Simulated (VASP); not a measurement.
# NaH (P6/mmm) in VASP: notebook

The runs below take NaH through single point, relaxation of cell and atoms, with PBE.

Everything below comes from runs of VASP 6.6.1. Logs are shortened: lines on timing, memory, paths and dates and some standing lists are left out, and cuts for length are marked.

## Step 1: The cell of the first run

The structure is hexagonal, space group P6/mmm (No. 191). The conventional cell has a = 4.557 Å, b = 4.557 Å, c = 3.203 Å, α = 90.00°, β = 90.00°, γ = 120.00°. Within 3.5 Å of Na (site symmetry -6m2) lie 5 Na at 2.63 to 3.20 Å and 9 H at 2.63 to 3.08 Å. Within 2.1 Å of H (site symmetry 6/mmm) lie 2 H at 1.60 Å. Within 2.1 Å of H (site symmetry 6/mmm) lie 2 H at 1.60 Å.

## Step 2: Single point, PBE

Contents of INCAR:

```
PREC = Accurate
ENCUT = 500
EDIFF = 1E-6
ISMEAR = 0
SIGMA = 0.1
LREAL = F
LASPH = T
NELM = 120
ALGO = Normal
ISIF = 2
LWAVE = F
LCHARG = T
GGA = PE
LELF = T
LVHAR = T
NBANDS = 16
GGA_COMPAT = F
```

Contents of KPOINTS:

```
Automatic mesh
0
Gamma
  6 6 6
```

Contents of POSCAR:

```
NaH
1.0
    4.5573288200      0.0000000000      0.0000000000
   -2.2786644100      3.9467625300      0.0000000000
    0.0000000000      0.0000000000      3.2032612200
Na H
2 2
Direct
    0.3333333300      0.6666666700      0.0000000000
    0.6666666700      0.3333333300      0.0000000000
    0.0000000000      0.0000000000      0.0000000000
    0.0000000000      0.0000000000      0.5000000000
```

Potentials or basis: VASP PAW PBE potentials, release 64 (Na_pv, H).

Started as:

```
$ cat potpaw_PBE.64/Na_pv/POTCAR potpaw_PBE.64/H/POTCAR > POTCAR
$ mpirun -np 1 vasp_std > vasp.out
```

OUTCAR:

```text
PREC = Accurate
   ENCUT = 500
   EDIFF = 1E-6
   ISMEAR = 0
   LREAL = F
   LASPH = T
   NELM = 120
   ISIF = 2
   GGA = PE

 ion  position               nearest neighbor table
   1  0.333  0.667  0.000-   2 2.63   2 2.63   2 2.63
   2  0.667  0.333  0.000-   1 2.63   1 2.63   1 2.63
   3  0.000  0.000  0.000-
   4  0.000  0.000  0.500-

  LATTYP: Found a hexagonal cell.
 ALAT       =     4.5573288200
 C/A-ratio  =     0.7028813032

  Lattice vectors:

 A1 = (   4.5573288200,   0.0000000000,   0.0000000000)
 A2 = (  -2.2786644100,   3.9467625300,   0.0000000000)
 A3 = (   0.0000000000,   0.0000000000,   3.2032612200)

Analysis of symmetry for initial positions (statically):
=====================================================================
 Subroutine PRICEL returns:
 Original cell was already a primitive cell.

 Routine SETGRP: Setting up the symmetry group for a
 hexagonal supercell.

 Subroutine GETGRP returns: Found 24 space group operations
 (whereof 24 operations were pure point group operations)
 out of a pool of 24 trial point group operations.

The static configuration has the point symmetry D_6h.

Analysis of symmetry for dynamics (positions and initial velocities):
=====================================================================
 Subroutine PRICEL returns:
 Original cell was already a primitive cell.

 Routine SETGRP: Setting up the symmetry group for a
 hexagonal supercell.

 Subroutine GETGRP returns: Found 24 space group operations
 (whereof 24 operations were pure point group operations)
 out of a pool of 24 trial point group operations.

The dynamic configuration has the point symmetry D_6h.

 Subroutine INISYM returns: Found 24 space group operations
 (whereof 24 operations are pure point group operations),
 and found     1 'primitive' translations

----------------------------------------------------------------------------------------

                                     Primitive cell

  volume of cell :      57.6161

  direct lattice vectors                    reciprocal lattice vectors
     4.557328820  0.000000000  0.000000000     0.219426783  0.126686112  0.000000000
    -2.278664410  3.946762530  0.000000000     0.000000000  0.253372224  0.000000000
     0.000000000  0.000000000  3.203261220     0.000000000  0.000000000  0.312181846

[... 82 lines left out ...]
   LNONCOLLINEAR =      F non collinear calculations
   LSORBIT =      F    spin-orbit coupling
   LASPH  =      T    aspherical Exc in radial PAW
   ENCUT  =  500.0 eV  36.75 Ry    6.06 a.u.   8.31  8.31  5.84*2*pi/ulx,y,z
   NELM   =    120;   NELMIN=  2; NELMDL= -5     # of ELM steps
   EDIFF  = 0.1E-05   stopping-criterion for ELM
   LREAL  =      F    real-space projection
   EDIFFG = 0.1E-04   stopping-criterion for IOM
   NSW    =      0    number of steps for IOM
   IBRION =     -1    ionic relax: 0-MD 1-quasi-New 2-CG
   NFREE  =      0    steps in history (QN), initial steepest desc. (CG)
   ISIF   =      2    stress and relaxation
   ISYM   =      2    0-nonsym 1-usesym 2-fastsym
   POTIM  = 0.5000    time-step for ionic-motion
   TEBEG  =    0.0;   TEEND  =   0.0 temperature during run
   PSTRESS=    0.0 pullay stress
   NELECT =      16.0000    total number of electrons
   NUPDOWN=      -1.0000    fix difference up-down
   EMIN   =  10.00;   EMAX   =-10.00  energy-range for DOS
   EFERMI =   0.00;   METHOD = LEGACY
   ISMEAR =     0;   SIGMA  =   0.10  broadening in eV -4-tet -1-fermi 0-gaus
   EFERMI_NEDOS =   21; number of points for ismear=-14 and -15
   IALGO  =     38    algorithm
   IMIX   =      4    mixing-type and parameters
     AMIX     =   0.40;   BMIX     =  1.00
     AMIX_MAG =   1.60;   BMIX_MAG =  1.00
  volume/ion in A,a.u.               =      14.40        97.20
  Fermi-wavevector in a.u.,A,eV,Ry     =   1.068071  2.018362 15.521204  1.140776
  Thomas-Fermi vector in A             =   2.203708
   LORBIT       =      0    0 simple, 1 ext, 2 COOP (PROOUT), +10 PAW based schemes
   GGA     = PE    functional components
   LHFCALC =     F    Hartree Fock is set to
   AEXX    =    0.0000 exact exchange contribution
   IVDW    =     0    specifies the selected vdW correction
   LEPSILON=     F    determine dielectric tensor
   LRPA    =     F    only Hartree local field effects (RPA)
 non-spin polarized calculation
 Gauss-broadening in eV      SIGMA  =   0.10
  energy-cutoff  :      500.00
  volume of cell :       57.62
 maximum number of plane-waves:      1486
 NGX is ok and might be reduce to    36
   NGX = 17   NGY = 17   NGZ = 11

 number of electron      15.9999973 magnetization

 Free energy of the ion-electron system (eV)
  ---------------------------------------------------
  ext. energy  EPLUGINS =         0.00000000
  ---------------------------------------------------
  free energy    TOTEN  =        -6.89465009 eV

  energy without entropy =       -6.89105957  energy(sigma->0) =       -6.89285483

 E-fermi :   1.7232     XC(G=0):  -7.9170

 val. band max:        1.5034215424   @ k =   0.5000   0.0000   0.3333
 cond. band min:       1.8132821346   @ k =   0.3333   0.1667   0.3333
 fundamental gap:      0.3098605922
 Fermi energy:         1.7232213151

 k-point     1 :       0.0000    0.0000    0.0000
  band No.  band energies     occupation
      1     -24.1537      2.00000
      2     -24.1537      2.00000
      3     -23.9592      2.00000
      4     -23.8868      2.00000
      5     -23.8842      2.00000
      6     -23.8842      2.00000
[... 433 lines left out ...]
      3     -24.0319      2.00000
      4     -23.9778      2.00000
      5     -23.9220      2.00000
      6     -23.8571      2.00000
[... 8 lines left out ...]
     15      12.0652      0.00000
     16      12.7897      0.00000

 [... further k-points ...]
[... 5 lines left out ...]
  --------------------------------------------------------------------------------------
  -------------------------------------------------------------------------------------
  Total        0.6555929      0.6555929      0.7599241      0.0000000      0.0000000      0.0000000
  in kB       18.2306060     18.2306059     21.1318297      0.0000000      0.0000000      0.0000000
  external PRESSURE =      19.1976805 kB  Pullay stress =       0.0000000 kB

 VOLUME and BASIS-vectors are now :
 -----------------------------------------------------------------------------
  energy-cutoff  :      500.00
  volume of cell :       57.62
      direct lattice vectors                 reciprocal lattice vectors
     4.557328820  0.000000000  0.000000000     0.219426783  0.126686112  0.000000000
    -2.278664410  3.946762530  0.000000000     0.000000000  0.253372224  0.000000000
     0.000000000  0.000000000  3.203261220     0.000000000  0.000000000  0.312181846

 POSITION                                       TOTAL-FORCE (eV/Angst)
 -----------------------------------------------------------------------------------
     -0.00000      2.63118      0.00000        -0.000000      0.000000      0.000000
      2.27866      1.31559      0.00000         0.000000     -0.000000     -0.000000
      0.00000      0.00000      0.00000         0.000000      0.000000      0.000000
      0.00000      0.00000      1.60163         0.000000      0.000000      0.000000
 -----------------------------------------------------------------------------------
    total drift:                                0.000000      0.000000     -0.000000

  FREE ENERGIE OF THE ION-ELECTRON SYSTEM (eV)
  ---------------------------------------------------
  free  energy   TOTEN  =        -6.8946500942 eV

  energy  without entropy=       -6.8910595664  energy(sigma->0) =       -6.89285483
```

It took 21 s on 1 thread of Intel Xeon 8259CL, shared host; peak memory 0.17 GiB.

What came out:

```
Free energy            : -6.8947 eV
Pressure               : 1.9 GPa
Band gap on the k mesh : zero (band 8 reaches 2.44 eV, above the bottom of band 9 at 0.71 eV)
```

Stress tensor (GPa, compression positive):
```
1.82 0.00 0.00
0.00 1.82 0.00
0.00 0.00 2.11
```

## Step 3: Single point, PBE

This run uses another cell than the first one, of 18.63 Å³/atom, 1.293 times its volume.

Contents of INCAR:

```
ALGO = Normal
EDIFF = 1E-6
ENCUT = 500
GGA = PE
GGA_COMPAT = F
ISIF = 2
ISMEAR = 0
LASPH = T
LCHARG = F
LREAL = F
LWAVE = F
NBANDS = 16
NELM = 120
PREC = Accurate
SIGMA = 0.1
```

Contents of KPOINTS:

```
k-points
0
Gamma
  12 12 16
```

Contents of POSCAR:

```
NaH
1.0
    5.5911629856      0.0000000000      0.0000000000
   -2.7955814928      4.8420891823      0.0000000000
    0.0000000000      0.0000000000      2.7518974049
Na H
2 2
Direct
    0.3333333333      0.6666666667      0.0000000000
    0.6666666667      0.3333333333      0.0000000000
    0.0000000000      0.0000000000      0.0000000000
    0.0000000000      0.0000000000      0.5000000000
```

Potentials or basis: VASP PAW PBE potentials, release 64 (Na_pv, H).

Started as:

```
$ cat potpaw_PBE.64/Na_pv/POTCAR potpaw_PBE.64/H/POTCAR > POTCAR
$ mpirun -np 1 vasp_std > vasp.out
```

Wall time 2.8 min (1 thread of Intel Xeon 8259CL, shared host); peak memory 0.28 GiB.

Results (log left out):

```
Free energy            : -7.2851 eV
Pressure               : -0.1 GPa
Band gap on the k mesh : zero (band 8 reaches 1.31 eV, above the bottom of band 9 at -0.89 eV)
```

Levels at points of the mesh, in eV from the Fermi level:
```
           k point  band 5  band 6  band 7  band 8  band 9  band 10  band 11  band 12
(0.00, 0.00, 0.00)  -25.28  -25.28   -6.97   -1.71    2.20     2.20     2.56     2.56
(0.50, 0.00, 0.00)  -25.28  -25.28   -6.77   -2.08   -0.22     0.91     4.88     6.38
(0.00, 0.00, 0.50)  -25.31  -25.31   -2.17   -2.15    2.54     3.98     6.11     6.11
(0.50, 0.00, 0.50)  -25.33  -25.31   -2.02   -1.98    2.24     3.47     3.80     5.03
```

## Step 4: Relaxation of cell and atoms, PBE

This run uses another cell than the first one, of 18.12 Å³/atom, 1.258 times its volume.

Contents of INCAR:

```
PREC = Accurate ; ENCUT = 500
EDIFF = 1E-7 ; ISMEAR = 0
SIGMA = 0.1 ; LREAL = F
LASPH = T ; NELM = 120
ALGO = Normal ; ISIF = 3
LWAVE = F ; LCHARG = F
GGA = PE ; IBRION = 2
NSW = 100 ; EDIFFG = -0.01
GGA_COMPAT = F ; NELMIN = 4
```

Contents of KPOINTS:

```
regular mesh
0
Gamma
  12 12 16
```

Contents of POSCAR:

```
NaH
1.0
    5.4701831884      0.0000000000      0.0000000000
   -2.7350915942      4.7373176045      0.0000000000
    0.0000000000      0.0000000000      2.7965840843
Na H
2 2
Direct
    0.3333333333      0.6666666667      0.0000000000
    0.6666666667      0.3333333333      0.0000000000
    0.0000000000      0.0000000000      0.0000000000
    0.0000000000      0.0000000000      0.5000000000
```

Started as:

```
$ cat potpaw_PBE.64/Na_pv/POTCAR potpaw_PBE.64/H/POTCAR > POTCAR
$ mpirun -np 1 vasp_std > vasp.out
```

Run time: 7.4 min. Hardware: 1 thread of Intel Xeon 8259CL, shared host; peak memory 0.26 GiB.

It converged, with:

```yaml
Free_energy: -7.2840 eV
Relaxed_volume: 18.47 Å³/atom
Relaxed_cell: a = 5.570 Å, b = 5.570 Å, c = 2.750 Å, α = 90.00°, β = 90.00°, γ = 120.00°
Space_group_after_relaxing_to_0.05_Å: P6/mmm (No. 191)
Energy_gained_by_relaxing: 2.3 meV/atom
Ionic_steps: 6
Pressure_after_relaxing: 0.0 GPa
Band_gap_on_the_k_mesh: zero (band 8 reaches 1.32 eV, above the bottom of band 9 at -0.86 eV)
```

The path:
```tsv
step	energy change (eV)	largest force (eV/Å)	pressure (GPa)	volume (Å³)
1	0.0000	0.0000	-0.06	72.47
2	-0.0042	0.0000	0.04	72.39
3	-0.0076	0.0000	0.23	72.27
4	-0.0077	0.0000	0.26	72.23
5	-0.0084	0.0000	0.20	72.64
6	-0.0092	0.0000	0.01	73.90
```

Final structure:
```cif
data_structure
_symmetry_space_group_name_H-M 'P 1'
_symmetry_Int_Tables_number 1
_cell_length_a 5.5704
_cell_length_b 5.5704
_cell_length_c 2.7500
_cell_angle_alpha 90.000
_cell_angle_beta 90.000
_cell_angle_gamma 120.000
_cell_volume 73.90
loop_
_atom_site_label
_atom_site_type_symbol
_atom_site_fract_x
_atom_site_fract_y
_atom_site_fract_z
_atom_site_occupancy
Na1 Na 0.33333 0.66667 0.00000 1
Na2 Na 0.66667 0.33333 0.00000 1
H1 H 0.00000 0.00000 0.00000 1
H2 H 0.00000 0.00000 0.50000 1
```

Levels at points of the mesh, in eV from the Fermi level:
```tsv
k point	band 6	band 7	band 8	band 9	band 10	band 11
(0.00, 0.00, 0.00)	-25.27	-7.01	-1.70	2.22	2.22	2.56
(0.50, 0.00, 0.00)	-25.28	-6.81	-2.09	-0.21	0.92	4.92
(0.00, 0.00, 0.50)	-25.31	-2.20	-2.18	2.55	4.00	6.12
(0.50, 0.00, 0.50)	-25.31	-2.05	-2.01	2.23	3.47	3.82
```

## Step 5: Overview

| task | cell | k mesh | gap on the mesh (eV) | pressure (GPa) |
| --- | --- | --- | --- | --- |
| single point | a = 4.557, b = 4.557, c = 3.203 Å, angles 90.0, 90.0, 120.0°, 4 atoms | 6 × 6 × 6 | none | 1.9 |
| single point | a = 5.591, b = 5.591, c = 2.752 Å, angles 90.0, 90.0, 120.0°, 4 atoms | 12 × 12 × 16 | none | -0.1 |
| relaxation of cell and atoms | relaxed from a = 5.470, b = 5.470, c = 2.797 Å, angles 90.0, 90.0, 120.0°, 4 atoms | 12 × 12 × 16 | none | 0.0 |

Alike in all rows: level PBE; potentials or basis VASP PAW PBE potentials, release 64 (Na_pv, H); no spin polarisation; cutoff (eV) 500; smearing gaussian 0.1 eV.

Absolute energies hang on the potentials; compare differences alone.
